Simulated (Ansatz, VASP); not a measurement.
NbP: VASP beside Ansatz

INCAR

```
SYSTEM = NbP
  PREC = Accurate
  ENCUT = 520
  EDIFF = 1E-7
  ISMEAR = -1
  SIGMA = 0.05
  LREAL = .FALSE.
  LASPH = .TRUE.
  NELM = 80
  ALGO = Normal
  ISIF = 2
  LWAVE = .FALSE.
  LCHARG = .TRUE.
  GGA = PS
  LELF = .TRUE.
  LVHAR = .TRUE.
  NBANDS = 26
```

KPOINTS

```
regular mesh
0
G
  11 11 11
  0 0 0
```

Contents of POSCAR:

```
NbP
1.0
   -1.6969642459      1.6969642459      5.8156445774
    1.6969642459     -1.6969642459      5.8156445774
    1.6969642459      1.6969642459     -5.8156445774
Nb P
2 2
Direct
    0.2498808000      0.7498808000      0.5000000000
    0.4998808000      0.4998808000      0.0000000000
    0.8327477700      0.3327477700      0.5000000000
    0.0827477700      0.0827477700      0.0000000000
```

Contents of input.yaml:

```yaml
crystal:
  lattice:
    - [-1.6969642459, 1.6969642459, 5.8156445774]
    - [1.6969642459, -1.6969642459, 5.8156445774]
    - [1.6969642459, 1.6969642459, -5.8156445774]
  atoms:
    - { symbol: Nb, position: [0.2498808, 0.7498808, 0.5] }
    - { symbol: Nb, position: [0.4998808, 0.4998808, 0.0] }
    - { symbol: P, position: [0.83274777, 0.33274777, 0.5] }
    - { symbol: P, position: [0.08274777, 0.08274777, 0.0] }
hamiltonian:
  xc: pbesol
  pseudopotentials: { kind: paw }
kpoints:
  mp_grid: { grid: [11, 11, 11] }
scf:
  occupations: { method: fermi_dirac, width: 0.05 }
output:
  forces: true
  stress: true
  eigenvalues: true
  write_density: true
  write_potential: true
  elf: true
  volumetric_format: npy
```

Alike in both runs: task single point; functional PBEsol; k mesh 11 × 11 × 11; occupations fermi-dirac, width 0.05 eV; no spin polarisation.

|  | VASP | Ansatz |
| --- | --- | --- |
| version | VASP 6.6.1 | Ansatz 0.2.0 |
| potentials or method | VASP PAW PBE potentials, release 64 (Nb_sv, P) | Ansatz PAW |
| plane-wave cutoff (eV) | 520 | 420 |
| valence electrons in the cell | 36 | 36 |

|  | VASP | Ansatz | Ansatz less VASP |
| --- | --- | --- | --- |
| gap on the k mesh at the Fermi level (eV) | none | none | - |
| pressure (GPa) | -12.9 | -12.7 | +0.17 |
| traceless stress, the component that is largest in VASP (GPa) | 0.54 | 0.54 | -0.005 |

VASP's potentials were made for PBE, not for PBEsol. A gap of «none» marks a metal or a gap that the smearing closes. The functional is the same, so the differences come from potentials, cutoffs and numerics.
